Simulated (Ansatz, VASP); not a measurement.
# Zn3CdF4 in VASP and in Ansatz

INCAR

```
SYSTEM = Zn3CdF4
PREC     = Accurate       ! precision mode
ENCUT    = 600            ! plane-wave cutoff, eV
EDIFF    = 1E-7           ! SCF threshold, eV
ISMEAR   = 0              ! smearing method
SIGMA    = 0.1            ! smearing width, eV
LREAL    = .False.        ! projectors in reciprocal space
LASPH    = .True.         ! aspherical terms in the spheres
NELM     = 100            ! most SCF steps
ALGO     = Normal         ! electronic algorithm
ISIF     = 3              ! what is computed and relaxed
LWAVE    = .False.        ! write WAVECAR
LCHARG   = .False.        ! write CHGCAR
GGA      = PE             ! functional
IBRION   = 2              ! ionic algorithm
NSW      = 100            ! ionic steps
EDIFFG   = -0.01          ! ionic threshold
```

File KPOINTS:

```
Automatic mesh
0
Gamma
  8 8 8
  0 0 0
```

POSCAR

```
Zn3CdF4
1.0
    4.9578170127      0.0000000000      0.0000000000
    0.0000000000      4.9578170127      0.0000000000
    0.0000000000      0.0000000000      4.9578170127
Zn Cd F
3 1 4
Direct
    0.5000000000      0.5000000000      0.0000000000
    0.5000000000      0.0000000000      0.5000000000
    0.0000000000      0.5000000000      0.5000000000
    0.0000000000      0.0000000000      0.0000000000
    0.5000000000      0.5000000000      0.5000000000
    0.0000000000      0.0000000000      0.5000000000
    0.0000000000      0.5000000000      0.0000000000
    0.5000000000      0.0000000000      0.0000000000
```

Input for Ansatz:

```yaml
crystal:
  lattice:
    - [4.9578170127, 0.0, 0.0]
    - [0.0, 4.9578170127, 0.0]
    - [0.0, 0.0, 4.9578170127]
  atoms:
    - { symbol: Zn, position: [0.5, 0.5, 0.0] }
    - { symbol: Zn, position: [0.5, 0.0, 0.5] }
    - { symbol: Zn, position: [0.0, 0.5, 0.5] }
    - { symbol: Cd, position: [0.0, 0.0, 0.0] }
    - { symbol: F, position: [0.5, 0.5, 0.5] }
    - { symbol: F, position: [0.0, 0.0, 0.5] }
    - { symbol: F, position: [0.0, 0.5, 0.0] }
    - { symbol: F, position: [0.5, 0.0, 0.0] }
basis:
  ecutwfc: 420
kpoints:
  mp_grid: { grid: [8, 8, 8] }
hamiltonian:
  xc: pbe
scf:
  occupations: { method: gaussian, width: 0.1 }
output:
  forces: true
  stress: true
  eigenvalues: true
relax:
  adjacent_minimum: "off"
  f_tol: 0.01
  max_steps: 80
  cell: { stress_tol: 0.05 }
```

Alike in both runs: task relaxation of cell and atoms; functional PBE; k mesh 8 × 8 × 8; occupations gaussian, width 0.1 eV; no spin polarisation.

|  | VASP | Ansatz |
| --- | --- | --- |
| version | VASP 6.6.1 | Ansatz 0.2.0 |
| potentials or method | VASP PAW PBE potentials, release 64 (Zn, Cd, F), cutoff 600 eV | scalar-relativistic, plane waves, PAW |
| valence electrons in the cell | 76 | 84 |

```tsv
	VASP	Ansatz	Ansatz less VASP
gap on the k mesh at the Fermi level, each at its own relaxed structure (eV)	none	none	-
relaxed volume (Å³/atom)	15.15	15.16	+0.009
relaxed cell length with the largest relative difference (Å)	4.949	4.950	+0.0010
```

A gap of «none» marks a metal or a gap that the smearing closes. VASP's potentials hold 76 valence electrons a cell and Ansatz's 84, so a difference there can come from the potentials and not from the codes.
